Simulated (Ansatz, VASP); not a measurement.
**Two plane-wave programs on Hf**

```
Hf
1.0
     0.00000    2.20915    2.20915
     2.20915    0.00000    2.20915
     2.20915    2.20915    0.00000
Hf
1
Direct
  0.00000 0.00000 0.00000
```

Alike in both runs: functional PBEsol; k mesh 16 × 16 × 16; occupations gaussian, width 0.1 eV; no spin polarisation.

Ansatz relaxed the structure, and its values are those at the end. VASP's run is a single point on that final structure, the one shown.

|  | VASP | Ansatz |
| --- | --- | --- |
| version | VASP 6.6.1 | Ansatz 0.2.0 |
| potentials or method | VASP PAW PBE potentials, release 64 (Hf_pv), cutoff 520 eV | scalar-relativistic, plane waves, PAW |
| valence electrons in the cell | 10 | 26 |

|  | VASP | Ansatz | Ansatz less VASP |
| --- | --- | --- | --- |
| gap on the k mesh at the Fermi level (eV) | none | none | - |
| pressure (GPa) | -0.5 | -0.1 | +0.40 |

VASP's potentials were made for PBE, not for PBEsol. A gap of «none» marks a metal or a gap that the smearing closes. VASP's potentials hold 10 valence electrons a cell and Ansatz's 26, so a difference there can come from the potentials and not from the codes.

Spin-orbit coupling is off throughout.
